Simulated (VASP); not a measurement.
# RbP3 (Pm-3n) in VASP: further runs

RbP3 is run at these levels: PBE; tasks: single point, relaxation of cell and atoms.

Program: VASP 6.6.1. These are calculated values, not measurements. Logs are shortened: lines on timing, memory, paths and dates and some standing lists are left out, and cuts for length are marked.

## (1) The cell of the first run

It takes space group Pm-3n (No. 223, cubic). The conventional cell has a = 5.586 Å, b = 5.586 Å, c = 5.586 Å, α = 90.00°, β = 90.00°, γ = 90.00°. Rb (site symmetry m-3) has 12 P at 3.12 Å within 4.1 Å. P (site symmetry -4m2) has 10 P at 2.79 to 3.42 Å and 4 Rb at 3.12 Å within 3.7 Å.

## (2) Single point, PBE

File INCAR:

```
SYSTEM = RbP3
PREC = Accurate ; ENCUT = 520
EDIFF = 1E-6 ; ISMEAR = 0
SIGMA = 0.1 ; LREAL = .False.
LASPH = .True. ; NELM = 100
ALGO = Normal ; ISIF = 2
LWAVE = .False. ; LCHARG = .True.
GGA = PE ; LELF = .True.
LVHAR = .True. ; NBANDS = 34
```

File KPOINTS:

```
regular mesh
0
Gamma
  8 8 8
  0 0 0
```

File POSCAR:

```
RbP3
1.0
    5.5864783993      0.0000000000      0.0000000000
    0.0000000000      5.5864783993      0.0000000000
    0.0000000000      0.0000000000      5.5864783993
Rb P
2 6
Direct
    0.0000000000      0.0000000000      0.0000000000
    0.5000000000      0.5000000000      0.5000000000
    0.2500000000      0.0000000000      0.5000000000
    0.5000000000      0.7500000000      0.0000000000
    0.7500000000      0.0000000000      0.5000000000
    0.5000000000      0.2500000000      0.0000000000
    0.0000000000      0.5000000000      0.7500000000
    0.0000000000      0.5000000000      0.2500000000
```

Potentials or basis: VASP PAW PBE potentials, release 64 (Rb_sv, P).

Run with:

```console
$ cat potpaw_PBE.64/Rb_sv/POTCAR potpaw_PBE.64/P/POTCAR > POTCAR
$ mpirun -np 1 vasp_std > vasp.out
```

OUTCAR:

```text
SYSTEM = RbP3
   PREC = Accurate
   ENCUT = 520
   EDIFF = 1E-6
   ISMEAR = 0
   LREAL = .False.
   LASPH = .True.
   NELM = 100
   ISIF = 2
   GGA = PE

 ion  position               nearest neighbor table
   1  0.000  0.000  0.000-   3 3.12   4 3.12   5 3.12   6 3.12   7 3.12   8 3.12   3 3.12   5 3.12
                             7 3.12   8 3.12   4 3.12   6 3.12   2 4.84   2 4.84   2 4.84   2 4.84
   2  0.500  0.500  0.500-   3 3.12   4 3.12   5 3.12   6 3.12   7 3.12   8 3.12   4 3.12   6 3.12
                             3 3.12   5 3.12   7 3.12   8 3.12   1 4.84   1 4.84   1 4.84   1 4.84
   3  0.250  0.000  0.500-   5 2.79   5 2.79   1 3.12   1 3.12   2 3.12   2 3.12
   4  0.500  0.750  0.000-   6 2.79   6 2.79   1 3.12   2 3.12   2 3.12   1 3.12
   5  0.750  0.000  0.500-   3 2.79   3 2.79   1 3.12   1 3.12   2 3.12   2 3.12
   6  0.500  0.250  0.000-   4 2.79   4 2.79   1 3.12   2 3.12   2 3.12   1 3.12
   7  0.000  0.500  0.750-   8 2.79   8 2.79   1 3.12   2 3.12   1 3.12   2 3.12
   8  0.000  0.500  0.250-   7 2.79   7 2.79   1 3.12   2 3.12   1 3.12   2 3.12

  LATTYP: Found a simple cubic cell.
 ALAT       =     5.5864783993

  Lattice vectors:

 A1 = (   5.5864783993,   0.0000000000,   0.0000000000)
 A2 = (   0.0000000000,   5.5864783993,   0.0000000000)
 A3 = (   0.0000000000,   0.0000000000,   5.5864783993)

Analysis of symmetry for initial positions (statically):
=====================================================================
 Subroutine PRICEL returns:
 Original cell was already a primitive cell.

 Routine SETGRP: Setting up the symmetry group for a
 simple cubic supercell.

 Subroutine GETGRP returns: Found 48 space group operations
 (whereof 24 operations were pure point group operations)
 out of a pool of 48 trial point group operations.

The static configuration has the point symmetry T_h .
 The point group associated with its full space group is O_h .

Analysis of symmetry for dynamics (positions and initial velocities):
=====================================================================
 Subroutine PRICEL returns:
 Original cell was already a primitive cell.

 Routine SETGRP: Setting up the symmetry group for a
 simple cubic supercell.

 Subroutine GETGRP returns: Found 48 space group operations
 (whereof 24 operations were pure point group operations)
 out of a pool of 48 trial point group operations.

The dynamic configuration has the point symmetry T_h .
 The point group associated with its full space group is O_h .

 Subroutine INISYM returns: Found 48 space group operations
 (whereof 24 operations are pure point group operations),
 and found     1 'primitive' translations

----------------------------------------------------------------------------------------

                                     Primitive cell

  volume of cell :     174.3470

  direct lattice vectors                    reciprocal lattice vectors
     5.586478399  0.000000000  0.000000000     0.179003646  0.000000000  0.000000000
     0.000000000  5.586478399  0.000000000     0.000000000  0.179003646  0.000000000
     0.000000000  0.000000000  5.586478399     0.000000000  0.000000000  0.179003646

  length of vectors
     5.586478399  5.586478399  5.586478399     0.179003646  0.179003646  0.179003646

  position of ions in fractional coordinates (direct lattice)
     0.000000000  0.000000000  0.000000000
     0.500000000  0.500000000  0.500000000
     0.250000000  0.000000000  0.500000000
     0.500000000  0.750000000  0.000000000
     0.750000000  0.000000000  0.500000000
     0.500000000  0.250000000  0.000000000
     0.000000000  0.500000000  0.750000000
     0.000000000  0.500000000  0.250000000

  ion indices of the primitive-cell ions
   primitive index   ion index
                 1           1
                 2           2
                 3           3
                 4           4
                 5           5
                 6           6
                 7           7
                 8           8

----------------------------------------------------------------------------------------

 KPOINTS: regular mesh

Automatic generation of k-mesh.
 Grid dimensions read from file:
 generate k-points for:    8    8    8

 Generating k-lattice:

  Cartesian coordinates                     Fractional coordinates (reciprocal lattice)
     0.022375456  0.000000000  0.000000000     0.125000000  0.000000000  0.000000000
     0.000000000  0.022375456  0.000000000     0.000000000  0.125000000  0.000000000
     0.000000000  0.000000000  0.022375456     0.000000000  0.000000000  0.125000000

  Length of vectors
     0.022375456  0.022375456  0.022375456

  Shift w.r.t. Gamma in fractional coordinates (k-lattice)
     0.000000000  0.000000000  0.000000000

 Subroutine IBZKPT returns following result:
 ===========================================

 Found     35 irreducible k-points:

 Following reciprocal coordinates:
            Coordinates               Weight
  0.000000  0.000000  0.000000      1.000000
  0.125000  0.000000  0.000000      6.000000
  0.250000  0.000000  0.000000      6.000000
  0.375000  0.000000  0.000000      6.000000
  0.500000  0.000000  0.000000      3.000000
  0.125000  0.125000  0.000000     12.000000
[... 16 lines left out ...]
  0.375000  0.375000  0.125000     24.000000
  0.500000  0.375000  0.125000     24.000000
 [... further k-points ...]
   k-points           NKPTS =     35   k-points in BZ     NKDIM =     35   number of bands    NBANDS=     34
   number of dos      NEDOS =    301   number of ions     NIONS =      8
   total plane-waves  NPLWV =  74088
   dimension x,y,z NGX =    42 NGY =   42 NGZ =   42
   dimension x,y,z NGXF=    84 NGYF=   84 NGZF=   84
   ions per type =               2   6
   NGX,Y,Z   is equivalent  to a cutoff of  12.50, 12.50, 12.50 a.u.
   NGXF,Y,Z  is equivalent  to a cutoff of  25.00, 25.00, 25.00 a.u.
 SYSTEM =  RbP3
   PREC   = accura    normal or accurate (medium, high low for compatibility)
   ISTART =      0    job   : 0-new  1-cont  2-samecut
   ICHARG =      2    charge: 1-file 2-atom 10-const
   ISPIN  =      1    spin polarized calculation?
   LNONCOLLINEAR =      F non collinear calculations
   LSORBIT =      F    spin-orbit coupling
   LASPH  =      T    aspherical Exc in radial PAW
   ENCUT  =  520.0 eV  38.22 Ry    6.18 a.u.  10.39 10.39 10.39*2*pi/ulx,y,z
   NELM   =    100;   NELMIN=  2; NELMDL= -5     # of ELM steps
   EDIFF  = 0.1E-05   stopping-criterion for ELM
   LREAL  =      F    real-space projection
   EDIFFG = 0.1E-04   stopping-criterion for IOM
   NSW    =      0    number of steps for IOM
   IBRION =     -1    ionic relax: 0-MD 1-quasi-New 2-CG
   NFREE  =      0    steps in history (QN), initial steepest desc. (CG)
   ISIF   =      2    stress and relaxation
   ISYM   =      2    0-nonsym 1-usesym 2-fastsym
   POTIM  = 0.5000    time-step for ionic-motion
   TEBEG  =    0.0;   TEEND  =   0.0 temperature during run
   PSTRESS=    0.0 pullay stress
   NELECT =      48.0000    total number of electrons
   NUPDOWN=      -1.0000    fix difference up-down
   EMIN   =  10.00;   EMAX   =-10.00  energy-range for DOS
   EFERMI =   0.00;   METHOD = LEGACY
   ISMEAR =     0;   SIGMA  =   0.10  broadening in eV -4-tet -1-fermi 0-gaus
   EFERMI_NEDOS =   21; number of points for ismear=-14 and -15
   IALGO  =     38    algorithm
   IMIX   =      4    mixing-type and parameters
     AMIX     =   0.40;   BMIX     =  1.00
     AMIX_MAG =   1.60;   BMIX_MAG =  1.00
  volume/ion in A,a.u.               =      21.79       147.07
  Fermi-wavevector in a.u.,A,eV,Ry     =   1.065002  2.012562 15.432128  1.134229
  Thomas-Fermi vector in A             =   2.200539
   LORBIT       =      0    0 simple, 1 ext, 2 COOP (PROOUT), +10 PAW based schemes
   GGA     = PE    functional components
   LHFCALC =     F    Hartree Fock is set to
   AEXX    =    0.0000 exact exchange contribution
   IVDW    =     0    specifies the selected vdW correction
   LEPSILON=     F    determine dielectric tensor
   LRPA    =     F    only Hartree local field effects (RPA)
 non-spin polarized calculation
 Gauss-broadening in eV      SIGMA  =   0.10
  energy-cutoff  :      520.00
  volume of cell :      174.35
 maximum number of plane-waves:      4714
 NGX is ok and might be reduce to    42
   NGX = 21   NGY = 21   NGZ = 21

 number of electron      47.9999990 magnetization

 Free energy of the ion-electron system (eV)
  ---------------------------------------------------
  ext. energy  EPLUGINS =         0.00000000
  ---------------------------------------------------
  free energy    TOTEN  =       -25.62061458 eV

  energy without entropy =      -25.58577416  energy(sigma->0) =      -25.60319437

 E-fermi :   4.1478     XC(G=0):  -9.8687

 val. band max:        4.1473424199   @ k =   0.5000   0.5000   0.3750
 cond. band min:       4.1516213154   @ k =   0.2500   0.1250   0.0000
 fundamental gap:      0.0042788954
 Fermi energy:         4.1477754388

 k-point     1 :       0.0000    0.0000    0.0000
  band No.  band energies     occupation
      1     -21.4138      2.00000
      2     -21.3864      2.00000
      3      -7.5334      2.00000
      4      -6.3432      2.00000
      5      -6.3432      2.00000
      6      -6.3432      2.00000
[... 26 lines left out ...]
     33      10.6299      0.00000
     34      10.7976      0.00000

 k-point     2 :       0.1250    0.0000    0.0000
  band No.  band energies     occupation
      1     -21.4125      2.00000
      2     -21.3871      2.00000
      3      -7.5537      2.00000
      4      -6.6276      2.00000
      5      -6.3189      2.00000
      6      -6.3189      2.00000
[... 26 lines left out ...]
     33      10.2339      0.00000
     34      10.8597      0.00000
[... 775 lines left out ...]
     33      10.0500      0.00000
     34      10.1263      0.00000

 k-point    24 :       0.5000    0.3750    0.1250
  band No.  band energies     occupation
      1     -21.3962      2.00000
      2     -21.3962      2.00000
      3      -7.5562      2.00000
      4      -7.4931      2.00000
      5      -6.3421      2.00000
      6      -6.2906      2.00000
[... 26 lines left out ...]
     33       9.9738      0.00000
     34       9.9894      0.00000

 [... further k-points ...]

------------------------ aborting loop because EDIFF is reached ----------------------------------------

  FORCE on cell =-STRESS in cart. coord.  units (eV):
  Direction    XX          YY          ZZ          XY          YZ          ZX
  --------------------------------------------------------------------------------------
  -------------------------------------------------------------------------------------
  Total        0.1471926      0.1471926      0.1471926      0.0000000      0.0000000     -0.0000000
  in kB        1.3526400      1.3526400      1.3526400      0.0000000      0.0000000     -0.0000000
  external PRESSURE =       1.3526400 kB  Pullay stress =       0.0000000 kB

 VOLUME and BASIS-vectors are now :
 -----------------------------------------------------------------------------
  energy-cutoff  :      520.00
  volume of cell :      174.35
      direct lattice vectors                 reciprocal lattice vectors
     5.586478399  0.000000000  0.000000000     0.179003646  0.000000000  0.000000000
     0.000000000  5.586478399  0.000000000     0.000000000  0.179003646  0.000000000
     0.000000000  0.000000000  5.586478399     0.000000000  0.000000000  0.179003646

 POSITION                                       TOTAL-FORCE (eV/Angst)
 -----------------------------------------------------------------------------------
      0.00000      0.00000      0.00000        -0.000000     -0.000000      0.000000
      2.79324      2.79324      2.79324        -0.000000     -0.000000      0.000000
      1.39662      0.00000      2.79324         0.000000      0.000000      0.000000
      2.79324      4.18986      0.00000         0.000000     -0.000000      0.000000
      4.18986      0.00000      2.79324        -0.000000     -0.000000     -0.000000
      2.79324      1.39662      0.00000         0.000000      0.000000     -0.000000
      0.00000      2.79324      4.18986         0.000000     -0.000000     -0.000000
      0.00000      2.79324      1.39662        -0.000000     -0.000000      0.000000
 -----------------------------------------------------------------------------------
    total drift:                               -0.000000     -0.000000     -0.000000

  FREE ENERGIE OF THE ION-ELECTRON SYSTEM (eV)
  ---------------------------------------------------
  free  energy   TOTEN  =       -25.6206145842 eV

  energy  without entropy=      -25.5857741603  energy(sigma->0) =      -25.60319437
```

Wall time 2 min (1 thread of Intel Xeon Platinum 8375C at 2.90GHz (Ice Lake), shared host); peak memory 0.35 GiB.

Results:

| Property | Result |
| --- | --- |
| Free energy | -25.6206 eV |
| Pressure | 0.1 GPa |
| Band gap on the k mesh | zero (band 24 reaches 4.89 eV, above the bottom of band 25 at 4.02 eV) |

Levels at points of the mesh, in eV from the Fermi level:
```tsv
k point	band 21	band 22	band 23	band 24	band 25	band 26	band 27	band 28
(0.00, 0.00, 0.00)	-1.37	-1.37	-1.37	0.74	0.74	0.74	0.83	0.83
(0.50, 0.00, 0.00)	-0.54	-0.54	-0.26	-0.26	0.14	0.14	0.55	0.55
(0.50, 0.50, 0.00)	-1.03	-1.03	-0.82	-0.38	0.36	0.54	0.69	0.69
(0.50, 0.50, 0.50)	-0.79	-0.79	0.07	0.07	0.07	0.07	0.11	0.11
```

## (3) Relaxation of cell and atoms, PBE

This run uses another cell than the first one, of 22.05 Å³/atom, 1.012 times its volume.

File INCAR:

```
SYSTEM = RbP3
PREC = Accurate
ENCUT = 600
EDIFF = 1E-6
ISMEAR = 0
SIGMA = 0.1
LREAL = .FALSE.
LASPH = .TRUE.
NELM = 100
ALGO = Normal
ISIF = 3
LWAVE = .FALSE.
LCHARG = .FALSE.
GGA = PE
IBRION = 2
NSW = 100
EDIFFG = -0.01
```

File KPOINTS:

```
Automatic mesh
0
G
  8 8 8
  0 0 0
```

POSCAR: that of step 2 with these lines changed.

```diff
@@ -2,5 +2,5 @@
 1.0
-    5.5864783993      0.0000000000      0.0000000000
-    0.0000000000      5.5864783993      0.0000000000
-    0.0000000000      0.0000000000      5.5864783993
+    5.6087201529      0.0000000000      0.0000000000
+    0.0000000000      5.6087201529      0.0000000000
+    0.0000000000      0.0000000000      5.6087201529
 Rb P
```

Potentials or basis: VASP PAW PBE potentials, release 64 (Rb_sv, P).

Run with:

```console
$ cat potpaw_PBE.64/Rb_sv/POTCAR potpaw_PBE.64/P/POTCAR > POTCAR
$ mpirun -np 1 vasp_std > vasp.out
```

Run time: 3.7 min. Hardware: 1 thread of Intel Xeon Platinum 8375C at 2.90GHz (Ice Lake), shared host; peak memory 0.44 GiB.

The run converged. Its results:

```
Free energy                            : -25.6206 eV
Relaxed volume                         : 21.90 Å³/atom
Relaxed cell                           : a = 5.596 Å, b = 5.596 Å, c = 5.596 Å, α = 90.00°, β = 90.00°, γ = 90.00°
Space group after relaxing (to 0.05 Å) : Pm-3n (No. 223)
Energy gained by relaxing              : 0.2 meV/atom
Ionic steps                            : 2
Pressure after relaxing                : -0.1 GPa
Band gap on the k mesh                 : zero (band 24 reaches 4.84 eV, above the bottom of band 25 at 3.98 eV)
```

Step by step:
```tsv
step	energy change (eV)	largest force (eV/Å)	pressure (GPa)	volume (Å³)
1	0.0000	0.0000	-0.35	176.44
2	-0.0016	0.0000	-0.06	175.20
```

Final structure:
```
Rb P
1.0
     5.59556    0.00000    0.00000
     0.00000    5.59556    0.00000
     0.00000    0.00000    5.59556
Rb P
2 6
Direct
  0.00000 0.00000 0.00000
  0.50000 0.50000 0.50000
  0.25000 0.00000 0.50000
  0.50000 0.75000 0.00000
  0.75000 0.00000 0.50000
  0.50000 0.25000 0.00000
  0.00000 0.50000 0.75000
  0.00000 0.50000 0.25000
```

Levels at points of the mesh, in eV from the Fermi level:
| k point | band 20 | band 21 | band 22 | band 23 | band 24 | band 25 | band 26 | band 27 | band 28 | band 29 |
| --- | --- | --- | --- | --- | --- | --- | --- | --- | --- | --- |
| (0.00, 0.00, 0.00) | -2.56 | -1.36 | -1.36 | -1.36 | 0.74 | 0.74 | 0.74 | 0.83 | 0.83 | 0.83 |
| (0.50, 0.00, 0.00) | -1.30 | -0.53 | -0.53 | -0.26 | -0.26 | 0.13 | 0.13 | 0.55 | 0.55 | 1.43 |
| (0.50, 0.50, 0.00) | -1.14 | -1.03 | -1.03 | -0.82 | -0.38 | 0.35 | 0.54 | 0.69 | 0.69 | 1.43 |
| (0.50, 0.50, 0.50) | -0.79 | -0.79 | -0.79 | 0.08 | 0.08 | 0.08 | 0.09 | 0.11 | 0.11 | 0.11 |

## (4) Single point, PBE

This run uses another cell than the first one, of 22.05 Å³/atom, 1.012 times its volume.

File INCAR:

```
SYSTEM = RbP3
PREC = Accurate
ENCUT = 520
EDIFF = 1E-7
ISMEAR = 0
SIGMA = 0.1
LREAL = .False.
LASPH = .True.
NELM = 100
ALGO = Normal
ISIF = 2
LWAVE = .False.
LCHARG = .True.
GGA = PE
LELF = .True.
LVHAR = .True.
NBANDS = 34
```

File KPOINTS:

```
Automatic mesh
0
Gamma
  4 4 4
  0 0 0
```

POSCAR is that of step 3.

Run with:

```console
$ cat potpaw_PBE.64/Rb_sv/POTCAR potpaw_PBE.64/P/POTCAR > POTCAR
$ mpirun -np 1 vasp_std > vasp.out
```

Wall time 51 s (1 thread of Intel Xeon Platinum 8375C at 2.90GHz (Ice Lake), shared host); peak memory 0.26 GiB.

It converged, with:

```
Free energy            : -25.4730 eV
Pressure               : -0.1 GPa
Band gap on the k mesh : zero (band 24 reaches 4.78 eV, above the bottom of band 25 at 4.12 eV)
```

Levels at points of the mesh, in eV from the Fermi level:
| k point | band 22 | band 23 | band 24 | band 25 | band 26 | band 27 |
| --- | --- | --- | --- | --- | --- | --- |
| (0.00, 0.00, 0.00) | -1.42 | -1.42 | 0.66 | 0.66 | 0.66 | 0.74 |
| (0.50, 0.00, 0.00) | -0.59 | -0.34 | -0.34 | 0.05 | 0.05 | 0.47 |
| (0.50, 0.50, 0.00) | -1.11 | -0.89 | -0.46 | 0.27 | 0.47 | 0.61 |
| (0.50, 0.50, 0.50) | -0.87 | 0.01 | 0.01 | 0.01 | 0.01 | 0.04 |

## (5) Overview

```csv
task,cell,k mesh,cutoff (eV),gap on the mesh (eV),pressure (GPa)
single point,"a = 5.586 Å, 8 atoms",8 × 8 × 8,520,none,0.1
relaxation of cell and atoms,"relaxed from a = 5.609 Å, 8 atoms",8 × 8 × 8,600,none,-0.1
single point,"a = 5.609 Å, 8 atoms",4 × 4 × 4,520,none,-0.1
```

Alike in all rows: level PBE; potentials or basis VASP PAW PBE potentials, release 64 (Rb_sv, P); no spin polarisation; smearing gaussian 0.1 eV.

Absolute energies hang on the potentials; compare differences alone.
